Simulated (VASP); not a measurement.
Write the native input for VASP 6.6.1 that does the following.

```
Task                   : single point
Functional             : PBE
Potentials or basis    : VASP PAW PBE potentials, release 64 (Ca_sv)
Cutoff                 : 520 eV
k mesh                 : 11 × 11 × 11
Occupations            : fermi-dirac, width 0.1 eV
Spin                   : no spin polarisation
Dipole correction      : no
Further INCAR settings : ALGO = Normal; EDIFF = 1e-06; NBANDS = 11
```

The structure of Ca lies in POSCAR:

```
Ca
1.0
    0.0000000000      2.7627089163      2.7627089163
    2.7627089163      0.0000000000      2.7627089163
    2.7627089163      2.7627089163      0.0000000000
Ca
1
Direct
    0.0000000000      0.0000000000      0.0000000000
```

One way to write it, as run:

INCAR

```
PREC = Accurate
ENCUT = 520
EDIFF = 1E-6
ISMEAR = -1
SIGMA = 0.1
LREAL = False
LASPH = True
NELM = 80
ALGO = Normal
ISIF = 2
LWAVE = False
LCHARG = True
GGA = PE
LELF = True
LVHAR = True
NBANDS = 11
```

KPOINTS

```
Automatic mesh
0
Gamma
  11 11 11
```

Potentials or basis: VASP PAW PBE potentials, release 64 (Ca_sv).

Launch:

```bash
$ cat potpaw_PBE.64/Ca_sv/POTCAR > POTCAR
$ mpirun -np 1 vasp_std > vasp.out
```

It gave:

The pressure is 0.0 GPa. The band gap on the k mesh is zero (bands 5 and 6 overlap by 0.27 eV).

Wall time 26 s on 1 thread of Intel Xeon 8259CL, with other jobs on the host, peak memory 0.18 GiB.
